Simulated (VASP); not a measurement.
# Al (P6_3/mmc) in VASP: relaxation of shape and atoms at fixed volume with PBEsol

Aim: the relaxation of shape and atoms at fixed volume of Al with PBEsol.

Everything below comes from runs of VASP 6.6.1. Logs are shortened: lines on timing, memory, paths and dates and some standing lists are left out, and cuts for length are marked.

### 1 The cell of the first run

Symmetry: P6_3/mmc, No. 194, hexagonal system. Conventional cell: a = 2.859 Å, b = 2.859 Å, c = 4.706 Å, α = 90.00°, β = 90.00°, γ = 120.00°. Al (site symmetry -6m2) has 12 Al at 2.86 to 2.87 Å within 3.8 Å.

This isn't the form of Al at room conditions, which is fcc.

### 2 Relaxation of shape and atoms at fixed volume, PBEsol (16.66 Å³/atom)

File INCAR:

```
PREC = Accurate
ENCUT = 600
EDIFF = 1E-6
ISMEAR = -1
SIGMA = 0.15
LREAL = False
LASPH = True
NELM = 100
ALGO = Normal
ISIF = 4
LWAVE = False
LCHARG = False
GGA = PS
IBRION = 2
NSW = 80
EDIFFG = -0.001
```

File KPOINTS:

```
regular mesh
0
Gamma
  18 18 10
```

File POSCAR:

```
Al
1.0
    2.8591211928      0.0000000000      0.0000000000
   -1.4295605964      2.4760715855      0.0000000000
    0.0000000000      0.0000000000      4.7061814872
Al
2
Direct
    0.6666666667      0.3333333333      0.7500000000
    0.3333333333      0.6666666667      0.2500000000
```

Potentials or basis: VASP PAW PBE potentials, release 64 (Al).

On the command line:

```bash
cat potpaw_PBE.64/Al/POTCAR > POTCAR
mpirun -np 1 vasp_std > vasp.out
```

OUTCAR:

```text
PREC = Accurate
   ENCUT = 600
   EDIFF = 1E-6
   ISMEAR = -1
   LREAL = False
   LASPH = True
   NELM = 100
   ISIF = 4
   GGA = PS
   IBRION = 2
   NSW = 80
   EDIFFG = -0.001

 ion  position               nearest neighbor table
   1  0.667  0.333  0.750-   2 2.87   2 2.87   2 2.87   2 2.87   2 2.87   2 2.87
   2  0.333  0.667  0.250-   1 2.87   1 2.87   1 2.87   1 2.87   1 2.87   1 2.87

  LATTYP: Found a hexagonal cell.
 ALAT       =     2.8591211928
 C/A-ratio  =     1.6460237849

  Lattice vectors:

 A1 = (   2.8591211928,   0.0000000000,   0.0000000000)
 A2 = (  -1.4295605964,   2.4760715855,   0.0000000000)
 A3 = (   0.0000000000,   0.0000000000,   4.7061814872)

Analysis of symmetry for initial positions (statically):
=====================================================================
 Subroutine PRICEL returns:
 Original cell was already a primitive cell.

 Routine SETGRP: Setting up the symmetry group for a
 hexagonal supercell.

 Subroutine GETGRP returns: Found 24 space group operations
 (whereof 12 operations were pure point group operations)
 out of a pool of 24 trial point group operations.

The static configuration has the point symmetry D_3d.
 The point group associated with its full space group is D_6h.

Analysis of symmetry for dynamics (positions and initial velocities):
=====================================================================
 Subroutine PRICEL returns:
 Original cell was already a primitive cell.

 Routine SETGRP: Setting up the symmetry group for a
 hexagonal supercell.

 Subroutine GETGRP returns: Found 24 space group operations
 (whereof 12 operations were pure point group operations)
 out of a pool of 24 trial point group operations.

The dynamic configuration has the point symmetry D_3d.
 The point group associated with its full space group is D_6h.

 Subroutine INISYM returns: Found 24 space group operations
 (whereof 12 operations are pure point group operations),
 and found     1 'primitive' translations

----------------------------------------------------------------------------------------

                                     Primitive cell

  volume of cell :      33.3169

  direct lattice vectors                    reciprocal lattice vectors
     2.859121193  0.000000000  0.000000000     0.349757822  0.201932772  0.000000000
    -1.429560596  2.476071586  0.000000000     0.000000000  0.403865545  0.000000000
     0.000000000  0.000000000  4.706181487     0.000000000  0.000000000  0.212486493

  length of vectors
     2.859121193  2.859121193  4.706181487     0.403865545  0.403865545  0.212486493

  position of ions in fractional coordinates (direct lattice)
     0.666666667  0.333333333  0.750000000
     0.333333333  0.666666667  0.250000000

  ion indices of the primitive-cell ions
   primitive index   ion index
                 1           1
                 2           2

----------------------------------------------------------------------------------------

 KPOINTS: regular mesh

Automatic generation of k-mesh.
 Grid dimensions read from file:
 generate k-points for:   18   18   10

 Generating k-lattice:

  Cartesian coordinates                     Fractional coordinates (reciprocal lattice)
     0.019430990  0.011218487  0.000000000     0.055555556  0.000000000  0.000000000
     0.000000000  0.022436975  0.000000000     0.000000000  0.055555556  0.000000000
     0.000000000  0.000000000  0.021248649     0.000000000  0.000000000  0.100000000

  Length of vectors
     0.022436975  0.022436975  0.021248649

  Shift w.r.t. Gamma in fractional coordinates (k-lattice)
     0.000000000  0.000000000  0.000000000

 Subroutine IBZKPT returns following result:
 ===========================================

 Found    222 irreducible k-points:

 Following reciprocal coordinates:
            Coordinates               Weight
  0.000000  0.000000  0.000000      1.000000
  0.055556  0.000000  0.000000      6.000000
  0.111111  0.000000  0.000000      6.000000
  0.166667  0.000000  0.000000      6.000000
  0.222222  0.000000  0.000000      6.000000
  0.277778  0.000000  0.000000      6.000000
[... 16 lines left out ...]
  0.333333  0.111111  0.000000     12.000000
  0.388889  0.111111  0.000000     12.000000
 [... further k-points ...]
   k-points           NKPTS =    222   k-points in BZ     NKDIM =    222   number of bands    NBANDS=      7
   number of dos      NEDOS =    301   number of ions     NIONS =      2
   total plane-waves  NPLWV =  23040
   dimension x,y,z NGX =    24 NGY =   24 NGZ =   40
   dimension x,y,z NGXF=    48 NGYF=   48 NGZF=   80
   ions per type =               2
   NGX,Y,Z   is equivalent  to a cutoff of  13.95, 13.95, 14.13 a.u.
   NGXF,Y,Z  is equivalent  to a cutoff of  27.91, 27.91, 28.26 a.u.
 SYSTEM =  unknown system
   PREC   = accura    normal or accurate (medium, high low for compatibility)
   ISTART =      0    job   : 0-new  1-cont  2-samecut
   ICHARG =      2    charge: 1-file 2-atom 10-const
   ISPIN  =      1    spin polarized calculation?
   LNONCOLLINEAR =      F non collinear calculations
   LSORBIT =      F    spin-orbit coupling
   LASPH  =      T    aspherical Exc in radial PAW
   ENCUT  =  600.0 eV  44.10 Ry    6.64 a.u.   5.71  5.71  9.40*2*pi/ulx,y,z
   NELM   =    100;   NELMIN=  2; NELMDL= -5     # of ELM steps
   EDIFF  = 0.1E-05   stopping-criterion for ELM
   LREAL  =      F    real-space projection
   EDIFFG = -.1E-02   stopping-criterion for IOM
   NSW    =     80    number of steps for IOM
   IBRION =      2    ionic relax: 0-MD 1-quasi-New 2-CG
   NFREE  =      1    steps in history (QN), initial steepest desc. (CG)
   ISIF   =      4    stress and relaxation
   ISYM   =      2    0-nonsym 1-usesym 2-fastsym
   POTIM  = 0.5000    time-step for ionic-motion
   TEBEG  =    0.0;   TEEND  =   0.0 temperature during run
   PSTRESS=    0.0 pullay stress
   NELECT =       6.0000    total number of electrons
   NUPDOWN=      -1.0000    fix difference up-down
   EMIN   =  10.00;   EMAX   =-10.00  energy-range for DOS
   EFERMI =   0.00;   METHOD = LEGACY
   ISMEAR =    -1;   SIGMA  =   0.15  broadening in eV -4-tet -1-fermi 0-gaus
   EFERMI_NEDOS =   21; number of points for ismear=-14 and -15
   IALGO  =     38    algorithm
   IMIX   =      4    mixing-type and parameters
     AMIX     =   0.40;   BMIX     =  1.00
     AMIX_MAG =   1.60;   BMIX_MAG =  1.00
  volume/ion in A,a.u.               =      16.66       112.42
  Fermi-wavevector in a.u.,A,eV,Ry     =   0.924493  1.747039 11.628734  0.854688
  Thomas-Fermi vector in A             =   2.050245
   LORBIT       =      0    0 simple, 1 ext, 2 COOP (PROOUT), +10 PAW based schemes
   GGA     = PS    functional components
   LHFCALC =     F    Hartree Fock is set to
   AEXX    =    0.0000 exact exchange contribution
   IVDW    =     0    specifies the selected vdW correction
   LEPSILON=     F    determine dielectric tensor
   LRPA    =     F    only Hartree local field effects (RPA)
 conjugate gradient relaxation of ions
 non-spin polarized calculation
  energy-cutoff  :      600.00
  volume of cell :       33.32
 maximum number of plane-waves:      1127
 NGX is ok and might be reduce to    24
   NGX = 11   NGY = 11   NGZ = 19

--------------------------------------- Ionic step        1  -------------------------------------------

 number of electron       6.0000000 magnetization

 Free energy of the ion-electron system (eV)
  ---------------------------------------------------
  ext. energy  EPLUGINS =         0.00000000
  ---------------------------------------------------
  free energy    TOTEN  =        -8.14501898 eV

  energy without entropy =       -8.08020856  energy(sigma->0) =       -8.11261377

------------------------ aborting loop because EDIFF is reached ----------------------------------------

  FORCE on cell =-STRESS in cart. coord.  units (eV):
  Direction    XX          YY          ZZ          XY          YZ          ZX
  --------------------------------------------------------------------------------------
  -------------------------------------------------------------------------------------
  Total       -0.3007317     -0.3007317     -0.2929139      0.0000000      0.0000000      0.0000000
  in kB      -14.4618996    -14.4618996    -14.0859520      0.0000000      0.0000000      0.0000000
  external PRESSURE =     -14.3365837 kB  Pullay stress =       0.0000000 kB
[... 129 lines left out ...]
  energy  without entropy=       -8.0801402334  energy(sigma->0) =       -8.11257944

--------------------------------------- Ionic step        5  -------------------------------------------

 number of electron       6.0000000 magnetization

 Free energy of the ion-electron system (eV)
  ---------------------------------------------------
  ext. energy  EPLUGINS =         0.00000000
  ---------------------------------------------------
  free energy    TOTEN  =        -8.14502116 eV

  energy without entropy =       -8.08016735  energy(sigma->0) =       -8.11259425

 E-fermi :   7.8429     XC(G=0): -10.2232

 val. band max:        7.8394399285   @ k =   0.3889   0.1667   0.2000
 cond. band min:       7.8429425939   @ k =   0.3889   0.1111   0.0000
 fundamental gap:      0.0035026653
 Fermi energy:         7.8429279351

 k-point     1 :       0.0000    0.0000    0.0000
  band No.  band energies     occupation
      1      -3.2158      2.00000
      2       3.2497      2.00000
      3       3.3730      2.00000
      4      18.4705      0.00000
      5      18.4705      0.00000
      6      18.8710      0.00000
      7      18.8710      0.00000
[... 221 lines left out ...]
 k-point    24 :       0.3889    0.1111    0.0000
  band No.  band energies     occupation
      1       1.6873      2.00000
      2       4.2368      2.00000
      3       7.8429      0.99995
      4       8.1838      0.18683
      5      10.1332      0.00000
      6      10.4921      0.00000
      7      11.5160      0.00000

 [... further k-points ...]

------------------------ aborting loop because EDIFF is reached ----------------------------------------

  FORCE on cell =-STRESS in cart. coord.  units (eV):
  Direction    XX          YY          ZZ          XY          YZ          ZX
  --------------------------------------------------------------------------------------
  -------------------------------------------------------------------------------------
  Total       -0.2972968     -0.2972968     -0.2991681      0.0000000      0.0000000      0.0000000
  in kB      -14.2967203    -14.2967203    -14.3867094      0.0000000      0.0000000      0.0000000
  external PRESSURE =     -14.3267166 kB  Pullay stress =       0.0000000 kB
[... 17 lines left out ...]
  FREE ENERGIE OF THE ION-ELECTRON SYSTEM (eV)
  ---------------------------------------------------
  free  energy   TOTEN  =        -8.1450211572 eV

  energy  without entropy=       -8.0801673453  energy(sigma->0) =       -8.11259425

 reached required accuracy - stopping structural energy minimisation
```

It took 84 s on 1 thread of Intel Xeon 8259CL, shared host; peak memory 0.19 GiB.

Results:

| Item | Value |
| --- | --- |
| Free energy | -8.1450 eV |
| Energy gained by relaxing | 0.0 meV/atom |
| Ionic steps | 5 |
| Pressure after relaxing | -1.4 GPa |
| Band gap on the k mesh | zero (bands 3 and 4 overlap by 7.24 eV) |

Final structure:
```yaml
crystal:
  lattice:
    - [2.85802, 0.00000, 0.00000]
    - [-1.42901, 2.47512, 0.00000]
    - [0.00000, 0.00000, 4.70981]
  atoms:
    - { symbol: Al, position: [0.66667, 0.33333, 0.75000] }
    - { symbol: Al, position: [0.33333, 0.66667, 0.25000] }
```

Caveat: the PAW data sets were made with another functional, which shifts forces and pressure a little.
